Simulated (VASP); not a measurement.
Wanted: the native input for a VASP 6.6.1 run.

| Property | Result |
| --- | --- |
| Task | relaxation of cell and atoms |
| Functional | PBE |
| Potentials or basis | VASP PAW PBE potentials, release 64 (Hf_pv, Pb_d, O) |
| Cutoff | 600 eV |
| k mesh | 4 × 4 × 4 |
| Occupations | gaussian, width 0.1 eV |
| Spin | no spin polarisation |
| Dipole correction | no |
| Further INCAR settings | ALGO = Normal; EDIFF = 1e-06; IBRION = 2; EDIFFG = -0.04; NSW = 90; ISIF = 3 |

The structure of HfPb4O lies in POSCAR:

```
HfPb4O
1.0
    0.0000000000      4.1430643000      4.1430643000
    4.1430643000      0.0000000000      4.1430643000
    4.1430643000      4.1430643000      0.0000000000
Hf Pb O
1 4 1
Direct
    0.0000000000      0.0000000000      0.0000000000
    0.8696399600      0.3767866800      0.3767866800
    0.3767866800      0.3767866800      0.3767866800
    0.3767866800      0.8696399600      0.3767866800
    0.3767866800      0.3767866800      0.8696399600
    0.5000000000      0.5000000000      0.5000000000
```

The input as run:

INCAR

```
SYSTEM = HfPb4O
PREC     = Accurate       ! precision mode
ENCUT    = 600            ! plane-wave cutoff, eV
EDIFF    = 1E-6           ! SCF threshold, eV
ISMEAR   = 0              ! smearing method
SIGMA    = 0.1            ! smearing width, eV
LREAL    = .FALSE.        ! projectors in reciprocal space
LASPH    = .TRUE.         ! aspherical terms in the spheres
NELM     = 100            ! most SCF steps
ALGO     = Normal         ! electronic algorithm
ISIF     = 3              ! what is computed and relaxed
LWAVE    = .FALSE.        ! write WAVECAR
LCHARG   = .FALSE.        ! write CHGCAR
GGA      = PE             ! functional
IBRION   = 2              ! ionic algorithm
NSW      = 90             ! ionic steps
EDIFFG   = -0.04          ! ionic threshold
```

KPOINTS

```
Automatic mesh
0
G
  4 4 4
  0 0 0
```

Potentials or basis: VASP PAW PBE potentials, release 64 (Hf_pv, Pb_d, O).

Launch:

```sh
$ cat potpaw_PBE.64/Hf_pv/POTCAR potpaw_PBE.64/Pb_d/POTCAR potpaw_PBE.64/O/POTCAR > POTCAR
$ mpirun -np 1 vasp_std > vasp.out
```

Results of the run:

| Quantity | Value |
| --- | --- |
| Relaxed volume | 37.59 Å³/atom |
| Relaxed cell | a = 6.832 Å, b = 6.832 Å, c = 6.832 Å, α = 60.00°, β = 60.00°, γ = 60.00° |
| Space group after relaxing (to 0.05 Å) | F-43m (No. 216) |
| Energy gained by relaxing | 2158.5 meV/atom |
| Ionic steps | 15 |
| Pressure after relaxing | 0.0 GPa |
| Largest force after relaxing | 0.013 eV/Å |
| Band gap on the k mesh | zero (band 36 reaches 3.23 eV, above the bottom of band 37 at 2.75 eV) |

Caveat: the volume moved by over 15 % at a fixed basis, so the end points are rough; spin-orbit coupling is left out, which moves the levels of the heavy elements.

Wall time 32 min on 1 thread of Intel(R) Xeon(R) Platinum 8259CL CPU @ 2.50GHz (Skylake/Cascade Lake) (shared host), peak memory 0.37 GiB.
